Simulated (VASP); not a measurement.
The system is Y.

```
Y
1.0
     0.00000    2.55199    2.55199
     2.55199    0.00000    2.55199
     2.55199    2.55199    0.00000
Y
1
Direct
  0.00000 0.00000 0.00000
```

| Quantity | Value |
| --- | --- |
| Program | VASP 6.6.1 |
| Task | relaxation of cell and atoms |
| Functional | PBE |
| Potentials or basis | VASP PAW PBE potentials, release 64 (Y_sv) |
| Cutoff | 600 eV |
| k mesh | 7 × 7 × 7 |
| Occupations | fermi-dirac, width 0.05 eV |
| Spin | non-collinear spin, zero start, spin-orbit coupling |
| Starting moments | [[0.0, 0.0, 0.0]] μB |

At the start: pressure -1.1 GPa; volume 33.24 Å³/atom.

Problem. Where does the relaxation end?

Solution. Over 3 steps the energy falls by 3.2 meV/atom and the volume is 32.31 Å³/atom (-2.8 %); space group Fm-3m (No. 225, to 0.05 Å); moment 0.00 μB per cell.

The path:
| step | energy change (eV) | largest force (eV/Å) | pressure (GPa) | volume (Å³) |
| --- | --- | --- | --- | --- |
| 1 | 0.0000 | 0.0000 | -1.13 | 33.24 |
| 2 | -0.0031 | 0.0000 | 0.22 | 32.13 |
| 3 | -0.0032 | 0.0000 | -0.09 | 32.31 |

Final structure:
```
Y
1.0
     0.00000    2.52798    2.52798
     2.52798    0.00000    2.52798
     2.52798    2.52798    0.00000
Y
1
Direct
  0.00000 0.00000 0.00000
```
